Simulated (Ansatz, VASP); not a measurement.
**Mg2Si3N: VASP beside Ansatz**

The input INCAR:

```
SYSTEM = Mg2Si3N
ALGO = Normal ; EDIFF = 1E-7
ENCUT = 520 ; GGA = PE
ISIF = 2 ; ISMEAR = 0
ISPIN = 2 ; LASPH = .TRUE.
LCHARG = .TRUE. ; LELF = .TRUE.
LORBIT = 11 ; LREAL = .FALSE.
LVHAR = .TRUE. ; LWAVE = .FALSE.
MAGMOM = 0 0 0 0 0 1 ; NBANDS = 24
NELM = 150 ; PREC = Accurate
SIGMA = 0.1
```

File KPOINTS:

```
k-points
0
G
  4 4 6
  0 0 0
```

Contents of POSCAR:

```
Mg2Si3N
1.0
    3.2746602197     -4.6163461122      0.0000000000
    3.2746602197      4.6163461122      0.0000000000
    0.0000000000      0.0000000000      3.6986208727
Mg Si N
2 3 1
Direct
    0.0000000000      0.5000000000      0.5000000000
    0.5000000000      0.0000000000      0.5000000000
    0.7430780059      0.7430780059      0.0000000000
    0.2569219941      0.2569219941      0.0000000000
    0.5000000000      0.5000000000      0.5000000000
    0.0000000000      0.0000000000      0.0000000000
```

Input for Ansatz:

```yaml
crystal:
  lattice:
    - [3.2746602197, -4.6163461122, 0.0]
    - [3.2746602197, 4.6163461122, 0.0]
    - [0.0, 0.0, 3.6986208727]
  atoms:
    - { symbol: Mg, position: [0.0, 0.5, 0.5] }
    - { symbol: Mg, position: [0.5, 0.0, 0.5] }
    - { symbol: Si, position: [0.7430780059, 0.7430780059, 0.0] }
    - { symbol: Si, position: [0.2569219941, 0.2569219941, 0.0] }
    - { symbol: Si, position: [0.5, 0.5, 0.5] }
    - { symbol: "N", position: [0.0, 0.0, 0.0], spin: 1.0 }
basis:
  ecutwfc: 420
kpoints:
  mp_grid: { grid: [4, 4, 6] }
hamiltonian:
  xc: pbe
scf:
  occupations: { method: gaussian, width: 0.1 }
  lower_state_search: "off"
output:
  forces: true
  stress: true
  eigenvalues: true
  populations: true
magnetization:
  spin_polarized: true
```

Change from the starting cell: species swapped into the LaAl2Ag3 type (Cmmm, No. 65).

Alike in both runs: task single point; functional PBE; k mesh 4 × 4 × 6; occupations gaussian, width 0.1 eV; collinear spin.

```csv
,VASP,Ansatz
version,VASP 6.6.1,Ansatz 0.2.0
potentials or method,"VASP PAW PBE potentials, release 64 (Mg, Si, N), cutoff 520 eV","scalar-relativistic, plane waves, PAW"
valence electrons in the cell,21,37
```

|  | VASP | Ansatz | Ansatz less VASP |
| --- | --- | --- | --- |
| gap on the k mesh at the Fermi level (eV) | none | none | - |
| pressure (GPa) | 0.0 | 0.1 | +0.13 |
| traceless stress, the component that is largest in VASP (GPa) | -0.35 | -0.34 | +0.013 |
| rms of the force components (eV/Å) | 0.009 | 0.010 | +0.0006 |
| net moment per atom (μB) | 0.00 | 0.00 | 0.000 |

Atom by atom the forces differ by 0.001 eV/Å (rms over components). A gap of «none» marks a metal or a gap that the smearing closes. VASP's potentials hold 21 valence electrons a cell and Ansatz's 37, so a difference there can come from the potentials and not from the codes. Ansatz's warnings: seeded moment not kept.
